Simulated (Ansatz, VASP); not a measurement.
Zn2SeS: VASP beside Ansatz

```
Zn Se S
1.0
     4.00702    0.00000    0.00000
     0.00000    4.00702    0.00000
     0.00000    0.00000    5.52212
Zn Se S
2 1 1
Direct
  0.50000 0.00000 0.76306
  0.00000 0.50000 0.23694
  0.00000 0.00000 0.50000
  0.50000 0.50000 0.00000
```

Change from the starting cell: strain +0.0250 x Voigt [1, 1, 0, 0, 0, 0], atoms carried along.

Alike in both runs: task single point; functional LDA; k mesh 8 × 8 × 6; occupations gaussian, width 0.05 eV; no spin polarisation.

|  | VASP | Ansatz |
| --- | --- | --- |
| version | VASP 6.6.1 | Ansatz 0.2.0 |
| potentials or method | VASP PAW LDA potentials, release 64 (Zn, Se, S), cutoff 520 eV | scalar-relativistic, plane waves, PAW |
| valence electrons in the cell | 36 | 46 |

Ansatz gave:

| Item | Value |
| --- | --- |
| gap on the k mesh at the Fermi level (eV) | 1.17 |
| least direct gap on the mesh (eV) | 1.17 |
| pressure (GPa) | -6.4 |
| traceless stress, the component that is largest in VASP (GPa) | 0.73 |
| rms of the force components (eV/Å) | 0.009 |

Q: Which values does VASP return?

A: gap on the k mesh at the Fermi level (eV): 1.21; least direct gap on the mesh (eV): 1.21; pressure (GPa): -6.1; traceless stress, the component that is largest in VASP (GPa): 0.73; rms of the force components (eV/Å): 0.007.

LDA's correlation is that of Perdew and Zunger in VASP and of Perdew and Wang (1992) in Ansatz. Atom by atom the forces differ by 0.002 eV/Å (rms over components). VASP's potentials hold 36 valence electrons a cell and Ansatz's 46, so a difference there can come from the potentials and not from the codes.
